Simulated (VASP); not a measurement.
# TiC (Fm-3m) in VASP: further runs

TiC is run at these levels: RPBE+D3(BJ), revPBE+D3(BJ), PBE; tasks: single point.

Program: VASP 6.6.1. These are calculated values, not measurements. Logs are shortened: lines on timing, memory, paths and dates and some standing lists are left out, and cuts for length are marked.

## 1. The cell of the first run

It takes space group Fm-3m (No. 225, cubic). Conventional cell: a = 4.141 Å, b = 4.141 Å, c = 4.141 Å, α = 90.00°, β = 90.00°, γ = 90.00°. Ti (site symmetry m-3m) has 6 C at 2.07 Å within 2.7 Å. C (site symmetry m-3m) has 6 Ti at 2.07 Å within 2.7 Å.

## 2. Single point, RPBE+D3(BJ)

Contents of INCAR:

```
ALGO = Normal
EDIFF = 1E-6
ENCUT = 520
GGA = RP
ISIF = 2
ISMEAR = -1
IVDW = 12
LASPH = T
LCHARG = T
LELF = T
LREAL = F
LVHAR = T
LWAVE = F
NBANDS = 15
NELM = 100
PREC = Accurate
SIGMA = 0.05
```

Contents of KPOINTS:

```
k-points
0
Gamma
  11 11 11
```

Contents of POSCAR:

```
TiC
1.0
    0.0000000000      2.0705162027      2.0705162027
    2.0705162027      0.0000000000      2.0705162027
    2.0705162027      2.0705162027      0.0000000000
Ti C
1 1
Direct
    0.0000000000      0.0000000000      0.0000000000
    0.5000000000      0.5000000000      0.5000000000
```

Potentials or basis: VASP PAW PBE potentials, release 64 (Ti_sv, C).

The run is started by

```bash
$ cat potpaw_PBE.64/Ti_sv/POTCAR potpaw_PBE.64/C/POTCAR > POTCAR
$ mpirun -np 1 vasp_std > vasp.out
```

OUTCAR:

```text
EDIFF = 1E-6
   ENCUT = 520
   GGA = RP
   ISIF = 2
   ISMEAR = -1
   IVDW = 12
   LASPH = T
   LREAL = F
   NELM = 100
   PREC = Accurate
 IVDW          = 12

 ion  position               nearest neighbor table
   1  0.000  0.000  0.000-   2 2.07   2 2.07   2 2.07   2 2.07   2 2.07   2 2.07
   2  0.500  0.500  0.500-   1 2.07   1 2.07   1 2.07   1 2.07   1 2.07   1 2.07

  LATTYP: Found a face centered cubic cell.
 ALAT       =     4.1410324054

  Lattice vectors:

 A1 = (   0.0000000000,   2.0705162027,   2.0705162027)
 A2 = (   2.0705162027,   0.0000000000,   2.0705162027)
 A3 = (   2.0705162027,   2.0705162027,   0.0000000000)

Analysis of symmetry for initial positions (statically):
=====================================================================
 Subroutine PRICEL returns:
 Original cell was already a primitive cell.

 Routine SETGRP: Setting up the symmetry group for a
 face centered cubic supercell.

 Subroutine GETGRP returns: Found 48 space group operations
[... 9 lines left out ...]

 Routine SETGRP: Setting up the symmetry group for a
 face centered cubic supercell.

 Subroutine GETGRP returns: Found 48 space group operations
[... 11 lines left out ...]
                                     Primitive cell

  volume of cell :      17.7528

  direct lattice vectors                    reciprocal lattice vectors
     0.000000000  2.070516203  2.070516203    -0.241485674  0.241485674  0.241485674
     2.070516203  0.000000000  2.070516203     0.241485674 -0.241485674  0.241485674
     2.070516203  2.070516203  0.000000000     0.241485674  0.241485674 -0.241485674

  length of vectors
     2.928152095  2.928152095  2.928152095     0.418265456  0.418265456  0.418265456

  position of ions in fractional coordinates (direct lattice)
[... 8 lines left out ...]
----------------------------------------------------------------------------------------

 KPOINTS: k-points

Automatic generation of k-mesh.
 Grid dimensions read from file:
 generate k-points for:   11   11   11

 Generating k-lattice:

  Cartesian coordinates                     Fractional coordinates (reciprocal lattice)
    -0.021953243  0.021953243  0.021953243     0.090909091  0.000000000  0.000000000
     0.021953243 -0.021953243  0.021953243     0.000000000  0.090909091  0.000000000
     0.021953243  0.021953243 -0.021953243     0.000000000  0.000000000  0.090909091

  Length of vectors
     0.038024132  0.038024132  0.038024132

  Shift w.r.t. Gamma in fractional coordinates (k-lattice)
     0.000000000  0.000000000  0.000000000

 Subroutine IBZKPT returns following result:
 ===========================================

 Found     56 irreducible k-points:

 Following reciprocal coordinates:
            Coordinates               Weight
  0.000000  0.000000  0.000000      1.000000
  0.090909  0.000000  0.000000      8.000000
  0.181818  0.000000  0.000000      8.000000
  0.272727  0.000000  0.000000      8.000000
  0.363636  0.000000  0.000000      8.000000
  0.454545  0.000000  0.000000      8.000000
[... 16 lines left out ...]
 -0.272727  0.181818  0.000000     24.000000
 -0.181818  0.181818  0.000000     12.000000
 [... further k-points ...]
   k-points           NKPTS =     56   k-points in BZ     NKDIM =     56   number of bands    NBANDS=     15
   number of dos      NEDOS =    301   number of ions     NIONS =      2
   total plane-waves  NPLWV =  13824
   dimension x,y,z NGX =    24 NGY =   24 NGZ =   24
   dimension x,y,z NGXF=    48 NGYF=   48 NGZF=   48
   ions per type =               1   1
   NGX,Y,Z   is equivalent  to a cutoff of  13.63, 13.63, 13.63 a.u.
   NGXF,Y,Z  is equivalent  to a cutoff of  27.25, 27.25, 27.25 a.u.
 SYSTEM =  unknown system
   PREC   = accura    normal or accurate (medium, high low for compatibility)
   ISTART =      0    job   : 0-new  1-cont  2-samecut
   ICHARG =      2    charge: 1-file 2-atom 10-const
   ISPIN  =      1    spin polarized calculation?
   LNONCOLLINEAR =      F non collinear calculations
   LSORBIT =      F    spin-orbit coupling
   LASPH  =      T    aspherical Exc in radial PAW
   ENCUT  =  520.0 eV  38.22 Ry    6.18 a.u.   5.44  5.44  5.44*2*pi/ulx,y,z
   NELM   =    100;   NELMIN=  2; NELMDL= -5     # of ELM steps
   EDIFF  = 0.1E-05   stopping-criterion for ELM
   LREAL  =      F    real-space projection
   EDIFFG = 0.1E-04   stopping-criterion for IOM
   NSW    =      0    number of steps for IOM
   IBRION =     -1    ionic relax: 0-MD 1-quasi-New 2-CG
   NFREE  =      0    steps in history (QN), initial steepest desc. (CG)
   ISIF   =      2    stress and relaxation
   ISYM   =      2    0-nonsym 1-usesym 2-fastsym
   POTIM  = 0.5000    time-step for ionic-motion
   TEBEG  =    0.0;   TEEND  =   0.0 temperature during run
   PSTRESS=    0.0 pullay stress
   NELECT =      16.0000    total number of electrons
   NUPDOWN=      -1.0000    fix difference up-down
   EMIN   =  10.00;   EMAX   =-10.00  energy-range for DOS
   EFERMI =   0.00;   METHOD = LEGACY
   ISMEAR =    -1;   SIGMA  =   0.05  broadening in eV -4-tet -1-fermi 0-gaus
   EFERMI_NEDOS =   21; number of points for ismear=-14 and -15
   IALGO  =     38    algorithm
   IMIX   =      4    mixing-type and parameters
     AMIX     =   0.40;   BMIX     =  1.00
     AMIX_MAG =   1.60;   BMIX_MAG =  1.00
  volume/ion in A,a.u.               =       8.88        59.90
  Fermi-wavevector in a.u.,A,eV,Ry     =   1.581343  2.988306 34.023368  2.500647
  Thomas-Fermi vector in A             =   2.681433
   LORBIT       =      0    0 simple, 1 ext, 2 COOP (PROOUT), +10 PAW based schemes
   GGA     = RP    functional components
   LHFCALC =     F    Hartree Fock is set to
   AEXX    =    0.0000 exact exchange contribution
   IVDW    =    12    specifies the selected vdW correction
   LEPSILON=     F    determine dielectric tensor
   LRPA    =     F    only Hartree local field effects (RPA)
 non-spin polarized calculation
  energy-cutoff  :      520.00
  volume of cell :       17.75
 maximum number of plane-waves:       531
 NGX is ok and might be reduce to    24
   NGX = 11   NGY = 11   NGZ = 11

 number of electron      15.9999999 magnetization

 Free energy of the ion-electron system (eV)
  ---------------------------------------------------
  ext. energy  EPLUGINS =         0.00000000
  ---------------------------------------------------
  free energy    TOTEN  =       -17.39482532 eV

  energy without entropy =      -17.39204303  energy(sigma->0) =      -17.39343418

 E-fermi :  11.2812     XC(G=0): -13.3246

 val. band max:       11.2420677907   @ k =   0.4545   0.4545   0.0000
 cond. band min:      11.3280790490   @ k =   0.0909   0.0000   0.0000
 fundamental gap:      0.0860112583
 Fermi energy:        11.2811753303

 k-point     1 :       0.0000    0.0000    0.0000
  band No.  band energies     occupation
      1     -45.1463      2.00000
      2     -21.0069      2.00000
      3     -21.0069      2.00000
      4     -21.0069      2.00000
      5      -1.8941      2.00000
      6      11.9357      0.00000
      7      11.9357      0.00000
      8      11.9357      0.00000
      9      13.0510      0.00000
     10      13.0510      0.00000
     11      13.0510      0.00000
     12      13.1945      0.00000
     13      13.1945      0.00000
     14      23.7457      0.00000
     15      25.7419      0.00000

 k-point     2 :       0.0909    0.0000    0.0000
  band No.  band energies     occupation
      1     -45.1360      2.00000
      2     -21.0744      2.00000
      3     -21.0126      2.00000
      4     -21.0126      2.00000
      5      -1.6723      2.00000
      6      11.0119      1.99087
      7      11.3281      0.56258
      8      11.3281      0.56257
      9      12.3315      0.00000
     10      12.3315      0.00000
     11      13.5505      0.00000
     12      14.8528      0.00000
     13      14.8528      0.00000
     14      24.0460      0.00000
     15      25.9387      0.00000

 k-point     3 :       0.1818    0.0000    0.0000
  band No.  band energies     occupation
      1     -45.1083      2.00000
      2     -21.2522      2.00000
      3     -21.0281      2.00000
      4     -21.0281      2.00000
      5      -1.0412      2.00000
      6       9.4387      2.00000
      7      10.0255      2.00000
      8      10.0255      2.00000
      9      12.7491      0.00000
     10      12.7491      0.00000
     11      14.1043      0.00000
     12      16.6689      0.00000
     13      16.6689      0.00000
     14      24.3749      0.00000
     15      26.3515      0.00000

 k-point     4 :       0.2727    0.0000    0.0000
  band No.  band energies     occupation
      1     -45.0718      2.00000
      2     -21.4786      2.00000
      3     -21.0481      2.00000
      4     -21.0481      2.00000
      5      -0.0923      2.00000
      6       7.7614      2.00000
      7       8.9700      2.00000
      8       8.9700      2.00000
      9      13.4241      0.00000
     10      13.4241      0.00000
     11      14.6487      0.00000
     12      18.3862      0.00000
     13      18.3862      0.00000
     14      23.4009      0.00000
     15      27.4636      0.00000
[... 307 lines left out ...]
 k-point    22 :      -0.3636    0.1818    0.0000
  band No.  band energies     occupation
      1     -45.0057      2.00000
      2     -21.6873      2.00000
      3     -21.2578      2.00000
      4     -21.0972      2.00000
      5       1.6890      2.00000
      6       5.6942      2.00000
      7       8.0102      2.00000
      8       8.1255      2.00000
      9      14.2157      0.00000
     10      14.6571      0.00000
     11      15.7496      0.00000
     12      18.4058      0.00000
     13      20.3701      0.00000
     14      22.5929      0.00000
     15      26.5798      0.00000

 k-point    23 :      -0.2727    0.1818    0.0000
  band No.  band energies     occupation
      1     -45.0283      2.00000
      2     -21.5818      2.00000
      3     -21.2412      2.00000
      4     -21.0629      2.00000
      5       0.9813      2.00000
      6       6.4899      2.00000
      7       8.2535      2.00000
      8       8.4030      2.00000
      9      13.5457      0.00000
     10      14.7386      0.00000
     11      15.6511      0.00000
     12      17.3131      0.00000
     13      20.4493      0.00000
     14      23.4442      0.00000
     15      26.0861      0.00000

 k-point    24 :      -0.1818    0.1818    0.0000
  band No.  band energies     occupation
      1     -45.0595      2.00000
      2     -21.4514      2.00000
      3     -21.1789      2.00000
      4     -21.0347      2.00000
      5       0.1259      2.00000
      6       7.5745      2.00000
      7       8.6638      2.00000
      8       8.9824      2.00000
      9      12.9702      0.00000
     10      14.3543      0.00000
     11      15.3110      0.00000
     12      16.4288      0.00000
     13      19.6432      0.00000
     14      24.5192      0.00000
     15      25.8690      0.00000

 [... further k-points ...]

------------------------ aborting loop because EDIFF is reached ----------------------------------------

 Edisp (eV)   -5.26679

 E8    (eV) :    -3.4337

  FORCE on cell =-STRESS in cart. coord.  units (eV):
  Direction    XX          YY          ZZ          XY          YZ          ZX
  --------------------------------------------------------------------------------------
  -------------------------------------------------------------------------------------
  Total      -0.00815    -0.00815    -0.00815     0.00000     0.00000    -0.00000
  in kB      -0.73563    -0.73563    -0.73563     0.00000     0.00000    -0.00000
  external pressure =       -0.74 kB  Pullay stress =        0.00 kB

 VOLUME and BASIS-vectors are now :
 -----------------------------------------------------------------------------
  energy-cutoff  :      520.00
  volume of cell :       17.75
      direct lattice vectors                 reciprocal lattice vectors
     0.000000000  2.070516203  2.070516203    -0.241485674  0.241485674  0.241485674
     2.070516203  0.000000000  2.070516203     0.241485674 -0.241485674  0.241485674
     2.070516203  2.070516203  0.000000000     0.241485674  0.241485674 -0.241485674

 POSITION                                       TOTAL-FORCE (eV/Angst)
 -----------------------------------------------------------------------------------
      0.00000      0.00000      0.00000        -0.000000      0.000000      0.000000
      2.07052      2.07052      2.07052         0.000000     -0.000000     -0.000000
 -----------------------------------------------------------------------------------
    total drift:                                0.000000     -0.000000     -0.000000

  FREE ENERGIE OF THE ION-ELECTRON SYSTEM (eV)
  ---------------------------------------------------
  free  energy   TOTEN  =       -22.6616168704 eV

  energy  without entropy=      -22.6588345800  energy(sigma->0) =      -22.66022573
```

Wall time 21 s (1 thread of AMD EPYC 7R43 (Zen 3), shared host); peak memory 0.12 GiB.

Results:

| Quantity | Value |
| --- | --- |
| Free energy | -22.6616 eV |
| Pressure | -0.1 GPa |
| Band gap on the k mesh | zero (band 8 reaches 11.94 eV, above the bottom of band 9 at 10.77 eV) |
| Dispersion energy per atom | -2.633 eV |

Caveat: the PAW data sets were made with another functional, which shifts forces and pressure a little; pairwise dispersion overbinds metals, which lowers pressure and volume.

(Continued in part 2 of 2.)
